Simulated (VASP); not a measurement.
# ZnS in VASP: single point with PBE

Aim: the single point of ZnS with PBE.

Program: VASP 6.6.1. These are calculated values, not measurements. Logs are shortened: lines on timing, memory, paths and dates and some standing lists are left out, and cuts for length are marked.

## (1) The cell of the first run

The cell holds a sheet with vacuum, 8 atoms: a = 6.787 Å, b = 3.932 Å, c = 29.372 Å, α = 90.00°, β = 90.00°, γ = 90.00°.

## (2) Single point, PBE

INCAR

```
  ALGO = Normal
  DIPOL = 0.5 0.5 0.289
  EDIFF = 1E-6
  ENCUT = 520
  GGA = PE
  IDIPOL = 3
  ISIF = 2
  ISMEAR = 0
  LASPH = T
  LCHARG = F
  LDIPOL = T
  LREAL = F
  LWAVE = F
  NBANDS = 46
  NELM = 80
  PREC = Accurate
  SIGMA = 0.1
```

KPOINTS

```
k-points
0
Gamma
  4 4 1
```

POSCAR

```
ZnS
1.0
    6.7866962419     -0.0061150334      0.0000000000
    0.0035900577      3.9320001367      0.0000000000
    0.0000000000      0.0000000000     29.3724558400
Zn S
4 4
Direct
    0.2912884517      0.7500272310      0.2543483994
    0.7912438173      0.2498600718      0.2543369475
    0.4587570825      0.2501024811      0.3244360826
    0.9587098107      0.7500105139      0.3244237941
    0.9576197751      0.7499119690      0.2363507162
    0.4576053782      0.2500100915      0.2363393786
    0.2923846930      0.7500924017      0.3424218238
    0.7923909916      0.2499852401      0.3424369842
```

Potentials or basis: VASP PAW PBE potentials, release 64 (Zn, S).

Started as:

```sh
cat potpaw_PBE.64/Zn/POTCAR potpaw_PBE.64/S/POTCAR > POTCAR
mpirun -np 1 vasp_std > vasp.out
```

OUTCAR:

```text
EDIFF = 1E-6
   ENCUT = 520
   GGA = PE
   ISIF = 2
   ISMEAR = 0
   LASPH = T
   LREAL = F
   NELM = 80
   PREC = Accurate

 ion  position               nearest neighbor table
   1  0.291  0.750  0.254-   5 2.33   6 2.33   6 2.33   7 2.59
   2  0.791  0.250  0.254-   6 2.33   5 2.33   5 2.33   8 2.59
   3  0.459  0.250  0.324-   8 2.33   7 2.33   7 2.33   6 2.59
   4  0.959  0.750  0.324-   7 2.33   8 2.33   8 2.33   5 2.59
   5  0.958  0.750  0.236-   1 2.33   2 2.33   2 2.33   4 2.59
   6  0.458  0.250  0.236-   2 2.33   1 2.33   1 2.33   3 2.59
   7  0.292  0.750  0.342-   4 2.33   3 2.33   3 2.33   1 2.59
   8  0.792  0.250  0.342-   3 2.33   4 2.33   4 2.33   2 2.59

  LATTYP: Found a simple monoclinic cell.
 ALAT       =     3.9320017756
 B/A-ratio  =     7.4701023845
 C/A-ratio  =     1.7260162594
 COS(beta)  =    -0.0000120036

  Lattice vectors:

 A1 = (   0.0035900577,   3.9320001367,   0.0000000000)
 A2 = (   0.0000000000,   0.0000000000, -29.3724558400)
 A3 = (  -6.7866962419,   0.0061150334,   0.0000000000)

Analysis of symmetry for initial positions (statically):
=====================================================================
 Subroutine PRICEL returns:
 Original cell was already a primitive cell.

 Routine SETGRP: Setting up the symmetry group for a
 simple monoclinic supercell.

 Subroutine GETGRP returns: Found  1 space group operations
 (whereof  1 operations were pure point group operations)
 out of a pool of  4 trial point group operations.

The static configuration has the point symmetry C_1 .

Analysis of symmetry for dynamics (positions and initial velocities):
=====================================================================
 Subroutine PRICEL returns:
 Original cell was already a primitive cell.

 Routine SETGRP: Setting up the symmetry group for a
 simple monoclinic supercell.

 Subroutine GETGRP returns: Found  1 space group operations
 (whereof  1 operations were pure point group operations)
 out of a pool of  4 trial point group operations.

The dynamic configuration has the point symmetry C_1 .

 Subroutine INISYM returns: Found  1 space group operations
 (whereof  1 operations are pure point group operations),
 and found     1 'primitive' translations

----------------------------------------------------------------------------------------

                                     Primitive cell

  volume of cell :     783.8132

  direct lattice vectors                    reciprocal lattice vectors
     6.786696242 -0.006115033  0.000000000     0.147346977 -0.000134533  0.000000000
     0.003590058  3.932000137  0.000000000     0.000229154  0.254323281  0.000000000
     0.000000000  0.000000000 29.372455840     0.000000000  0.000000000  0.034045502

  length of vectors
     6.786698997  3.932001776 29.372455840     0.147347039  0.254323385  0.034045502

  position of ions in fractional coordinates (direct lattice)
     0.291288452  0.750027231  0.254348399
     0.791243817  0.249860072  0.254336948
     0.458757083  0.250102481  0.324436083
     0.958709811  0.750010514  0.324423794
     0.957619775  0.749911969  0.236350716
     0.457605378  0.250010092  0.236339379
     0.292384693  0.750092402  0.342421824
     0.792390992  0.249985240  0.342436984

  ion indices of the primitive-cell ions
   primitive index   ion index
                 1           1
                 2           2
                 3           3
                 4           4
                 5           5
                 6           6
                 7           7
                 8           8

----------------------------------------------------------------------------------------

 KPOINTS: k-points

Automatic generation of k-mesh.
 Grid dimensions read from file:
 generate k-points for:    4    4    1

 Generating k-lattice:

  Cartesian coordinates                     Fractional coordinates (reciprocal lattice)
     0.036836744 -0.000033633  0.000000000     0.250000000 -0.000000000  0.000000000
     0.000057288  0.063580820  0.000000000     0.000000000  0.250000000  0.000000000
     0.000000000  0.000000000  0.034045502     0.000000000  0.000000000  1.000000000

  Length of vectors
     0.036836760  0.063580846  0.034045502

  Shift w.r.t. Gamma in fractional coordinates (k-lattice)
     0.000000000  0.000000000  0.000000000

 Subroutine IBZKPT returns following result:
 ===========================================

 Found     10 irreducible k-points:

 Following reciprocal coordinates:
            Coordinates               Weight
  0.000000  0.000000  0.000000      1.000000
  0.250000  0.000000  0.000000      2.000000
  0.500000  0.000000  0.000000      1.000000
  0.000000  0.250000  0.000000      2.000000
  0.250000  0.250000  0.000000      2.000000
  0.500000  0.250000  0.000000      2.000000
 -0.250000  0.250000  0.000000      2.000000
  0.000000  0.500000  0.000000      1.000000
  0.250000  0.500000  0.000000      2.000000
  0.500000  0.500000  0.000000      1.000000
   k-points           NKPTS =     10   k-points in BZ     NKDIM =     10   number of bands    NBANDS=     46
   number of dos      NEDOS =    301   number of ions     NIONS =      8
   total plane-waves  NPLWV = 336000
   dimension x,y,z NGX =    50 NGY =   30 NGZ =  224
   dimension x,y,z NGXF=   100 NGYF=   60 NGZF=  448
   ions per type =               4   4
   NGX,Y,Z   is equivalent  to a cutoff of  12.25, 12.68, 12.68 a.u.
   NGXF,Y,Z  is equivalent  to a cutoff of  24.50, 25.37, 25.36 a.u.
 SYSTEM =  unknown system
   PREC   = accura    normal or accurate (medium, high low for compatibility)
   ISTART =      0    job   : 0-new  1-cont  2-samecut
   ICHARG =      2    charge: 1-file 2-atom 10-const
   ISPIN  =      1    spin polarized calculation?
   LNONCOLLINEAR =      F non collinear calculations
   LSORBIT =      F    spin-orbit coupling
   LASPH  =      T    aspherical Exc in radial PAW
   ENCUT  =  520.0 eV  38.22 Ry    6.18 a.u.  12.62  7.31 54.61*2*pi/ulx,y,z
   NELM   =     80;   NELMIN=  2; NELMDL= -5     # of ELM steps
   EDIFF  = 0.1E-05   stopping-criterion for ELM
   LREAL  =      F    real-space projection
   EDIFFG = 0.1E-04   stopping-criterion for IOM
   NSW    =      0    number of steps for IOM
   IBRION =     -1    ionic relax: 0-MD 1-quasi-New 2-CG
   NFREE  =      0    steps in history (QN), initial steepest desc. (CG)
   ISIF   =      2    stress and relaxation
   ISYM   =      2    0-nonsym 1-usesym 2-fastsym
   POTIM  = 0.5000    time-step for ionic-motion
   TEBEG  =    0.0;   TEEND  =   0.0 temperature during run
   PSTRESS=    0.0 pullay stress
   NELECT =      72.0000    total number of electrons
   NUPDOWN=      -1.0000    fix difference up-down
   EMIN   =  10.00;   EMAX   =-10.00  energy-range for DOS
   EFERMI =   0.00;   METHOD = LEGACY
   ISMEAR =     0;   SIGMA  =   0.10  broadening in eV -4-tet -1-fermi 0-gaus
   EFERMI_NEDOS =   21; number of points for ismear=-14 and -15
   IALGO  =     38    algorithm
   IMIX   =      4    mixing-type and parameters
     AMIX     =   0.40;   BMIX     =  1.00
     AMIX_MAG =   1.60;   BMIX_MAG =  1.00
  volume/ion in A,a.u.               =      97.98       661.18
  Fermi-wavevector in a.u.,A,eV,Ry     =   0.738666  1.395876  7.423714  0.545628
  Thomas-Fermi vector in A             =   1.832643
   LORBIT       =      0    0 simple, 1 ext, 2 COOP (PROOUT), +10 PAW based schemes
   GGA     = PE    functional components
   LHFCALC =     F    Hartree Fock is set to
   AEXX    =    0.0000 exact exchange contribution
   IVDW    =     0    specifies the selected vdW correction
   LEPSILON=     F    determine dielectric tensor
   LRPA    =     F    only Hartree local field effects (RPA)
 non-spin polarized calculation
 Gauss-broadening in eV      SIGMA  =   0.10
  energy-cutoff  :      520.00
  volume of cell :      783.81
 maximum number of plane-waves:     21155
   NGX = 25   NGY = 15   NGZ =109

 dipolmoment           0.000000      0.000000     -0.000054 electrons x Angstroem

 number of electron      72.0000015 magnetization

 dipolmoment           0.000000      0.000000      0.000036 electrons x Angstroem

 Free energy of the ion-electron system (eV)
  ---------------------------------------------------
  ext. energy  EPLUGINS =         0.00000000
  ---------------------------------------------------
  free energy    TOTEN  =       -26.27015422 eV

  energy without entropy =      -26.27015422  energy(sigma->0) =      -26.27015422

 E-fermi :  -4.1519     XC(G=0):  -2.3163

 val. band max:       -4.6517789764   @ k =   0.0000   0.0000   0.0000
 cond. band min:      -2.0979624777   @ k =   0.0000   0.0000   0.0000
 fundamental gap:      2.5538164986
 Fermi energy:        -4.1519059809

 k-point     1 :       0.0000    0.0000    0.0000
  band No.  band energies     occupation
      1     -17.2622      2.00000
      2     -16.5884      2.00000
      3     -16.4457      2.00000
      4     -16.2088      2.00000
      5     -10.9162      2.00000
      6     -10.9158      2.00000
[... 38 lines left out ...]
     45       1.7189      0.00000
     46       1.8489      0.00000

 k-point     2 :       0.2500    0.0000    0.0000
  band No.  band energies     occupation
      1     -17.1662      2.00000
      2     -16.6056      2.00000
      3     -16.5268      2.00000
      4     -16.2442      2.00000
      5     -10.9248      2.00000
      6     -10.8806      2.00000
[... 38 lines left out ...]
     45       1.6484      0.00000
     46       1.9215      0.00000

 k-point     3 :       0.5000    0.0000    0.0000
  band No.  band energies     occupation
      1     -16.9115      2.00000
      2     -16.9113      2.00000
      3     -16.3786      2.00000
      4     -16.3786      2.00000
      5     -10.9155      2.00000
      6     -10.9154      2.00000
[... 38 lines left out ...]
     45       2.0328      0.00000
     46       2.0329      0.00000

 k-point     4 :       0.0000    0.2500    0.0000
  band No.  band energies     occupation
      1     -16.9921      2.00000
      2     -16.4236      2.00000
      3     -16.3159      2.00000
      4     -16.2138      2.00000
      5     -10.9241      2.00000
      6     -10.8195      2.00000
[... 38 lines left out ...]
     45       1.9505      0.00000
     46       2.1714      0.00000

 k-point     5 :       0.2500    0.2500    0.0000
  band No.  band energies     occupation
      1     -16.9133      2.00000
      2     -16.4598      2.00000
      3     -16.3806      2.00000
      4     -16.2081      2.00000
      5     -10.9154      2.00000
      6     -10.7893      2.00000
[... 38 lines left out ...]
     45       2.0291      0.00000
     46       2.3310      0.00000

 k-point     6 :       0.5000    0.2500    0.0000
  band No.  band energies     occupation
      1     -16.7069      2.00000
      2     -16.7067      2.00000
      3     -16.2822      2.00000
      4     -16.2822      2.00000
      5     -10.8708      2.00000
      6     -10.8708      2.00000
[... 38 lines left out ...]
     45       2.3208      0.00000
     46       2.3213      0.00000

 k-point     7 :      -0.2500    0.2500    0.0000
  band No.  band energies     occupation
      1     -16.9132      2.00000
      2     -16.4598      2.00000
      3     -16.3805      2.00000
      4     -16.2082      2.00000
      5     -10.9154      2.00000
      6     -10.7892      2.00000
[... 38 lines left out ...]
     45       2.0292      0.00000
     46       2.3317      0.00000

 k-point     8 :       0.0000    0.5000    0.0000
  band No.  band energies     occupation
      1     -16.4621      2.00000
      2     -16.4616      2.00000
      3     -16.2106      2.00000
      4     -16.2103      2.00000
      5     -10.7564      2.00000
      6     -10.7562      2.00000
[... 38 lines left out ...]
     45       2.5678      0.00000
     46       2.5692      0.00000

 k-point     9 :       0.2500    0.5000    0.0000
  band No.  band energies     occupation
      1     -16.4557      2.00000
      2     -16.4552      2.00000
      3     -16.2121      2.00000
      4     -16.2119      2.00000
      5     -10.7492      2.00000
      6     -10.7491      2.00000
[... 38 lines left out ...]
     45       2.7212      0.00000
     46       2.7218      0.00000

 k-point    10 :       0.5000    0.5000    0.0000
  band No.  band energies     occupation
      1     -16.4491      2.00000
      2     -16.4486      2.00000
      3     -16.2139      2.00000
      4     -16.2136      2.00000
      5     -10.7503      2.00000
      6     -10.7502      2.00000
[... 38 lines left out ...]
     45       3.6011      0.00000
     46       3.6011      0.00000

------------------------ aborting loop because EDIFF is reached ----------------------------------------

 vacuum level on the upper side and lower side of the slab       (xc-potential included)        -0.005        -0.005

  FORCE on cell =-STRESS in cart. coord.  units (eV):
  Direction    XX          YY          ZZ          XY          YZ          ZX
  --------------------------------------------------------------------------------------
  -------------------------------------------------------------------------------------
  Total        0.1553684      0.1623443      0.0433355     -0.0020208     -0.0006947     -0.0049284
  in kB        0.3175855      0.3318448      0.0885813     -0.0041306     -0.0014201     -0.0100740
  external PRESSURE =       0.2460039 kB  Pullay stress =       0.0000000 kB

 VOLUME and BASIS-vectors are now :
 -----------------------------------------------------------------------------
  energy-cutoff  :      520.00
  volume of cell :      783.81
      direct lattice vectors                 reciprocal lattice vectors
     6.786696242 -0.006115033  0.000000000     0.147346977 -0.000134533  0.000000000
     0.003590058  3.932000137  0.000000000     0.000229154  0.254323281  0.000000000
     0.000000000  0.000000000 29.372455840     0.000000000  0.000000000  0.034045502

 POSITION                                       TOTAL-FORCE (eV/Angst)
 -----------------------------------------------------------------------------------
      1.97958      2.94733      7.47084         0.002595     -0.000082      0.012866
      5.37083      0.97761      7.47050         0.003182      0.001547      0.013025
      3.11434      0.98060      9.52948        -0.003093     -0.000425     -0.012300
      6.50916      2.94318      9.52912        -0.002534     -0.001057     -0.011979
      6.50177      2.94280      6.94220        -0.002326     -0.000785     -0.021390
      3.10653      0.98024      6.94187        -0.001635      0.000059     -0.021170
      1.98702      2.94758     10.05777         0.001809     -0.000264      0.020798
      5.37861      0.97810     10.05822         0.002002      0.001006      0.020150
 -----------------------------------------------------------------------------------
    total drift:                               -0.000010     -0.000003      0.002542

  FREE ENERGIE OF THE ION-ELECTRON SYSTEM (eV)
  ---------------------------------------------------
  free  energy   TOTEN  =       -26.2701542200 eV

  energy  without entropy=      -26.2701542200  energy(sigma->0) =      -26.27015422

 vacuum level on the upper side and lower side of the slab         1.631         1.630
```

Run time: 10 min. Hardware: 1 thread of Intel Xeon Platinum 8259CL at 2.50GHz (Skylake/Cascade Lake), shared host; peak memory 0.82 GiB.

Results:

* Free energy: -26.2702 eV
* Largest force: 0.022 eV/Å
* Band gap on the k mesh: 2.55 eV

Forces on the atoms (eV/Å):
```
Zn   0.003  0.000  0.013
Zn   0.003  0.002  0.013
Zn  -0.003  0.000 -0.012
Zn  -0.003 -0.001 -0.012
S   -0.002 -0.001 -0.021
S   -0.002  0.000 -0.021
S    0.002  0.000  0.021
S    0.002  0.001  0.020
```

Levels at points of the mesh, in eV from the valence-band top:
```tsv
k point	band 33	band 34	band 35	band 36	band 37	band 38	band 39	band 40
(0.00, 0.00, 0.00)	-0.55	-0.35	-0.01	0.00	2.55	2.74	3.47	4.31
(0.50, 0.00, 0.00)	-0.57	-0.57	-0.24	-0.24	3.83	3.83	4.24	4.24
(0.00, 0.50, 0.00)	-1.59	-1.59	-0.52	-0.52	5.13	5.13	5.36	5.36
(0.50, 0.50, 0.00)	-1.03	-1.03	-0.56	-0.56	3.50	3.50	4.33	4.34
```
